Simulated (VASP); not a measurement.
Rb, 1 atom in the cell. It takes space group I4/mmm (No. 139, tetragonal). The conventional cell has a = 5.715 Å, b = 5.715 Å, c = 5.309 Å, α = 90.00°, β = 90.00°, γ = 90.00°. 

- Program: VASP 6.6.1
- Task: relaxation of cell and atoms
- Functional: PBEsol
- Potentials or basis: VASP PAW PBE potentials, release 64 (Rb_sv)
- Cutoff: 600 eV
- k mesh: 12 × 12 × 12
- Occupations: gaussian, width 0.1 eV
- Spin: no spin polarisation
- Dipole correction: no
- Further INCAR settings: ALGO = Fast; EDIFF = 1e-07; IBRION = 2; EDIFFG = -0.005; NSW = 100; ISIF = 3

Potentials or basis: VASP PAW PBE potentials, release 64 (Rb_sv).

The run is started by

```console
$ cat potpaw_PBE.64/Rb_sv/POTCAR > POTCAR
$ mpirun -np 1 vasp_std > vasp.out
```

Hardware: 1 thread of Intel(R) Xeon(R) 6975P-C (Granite Rapids), with other jobs on the host.

Task: Estimate the wall time of this run.

Result: Wall time 5 min on 1 thread of Intel(R) Xeon(R) 6975P-C (Granite Rapids), on a shared host, peak memory 0.35 GiB. Counts: scf iterations 72, k points 163, ion steps 9.
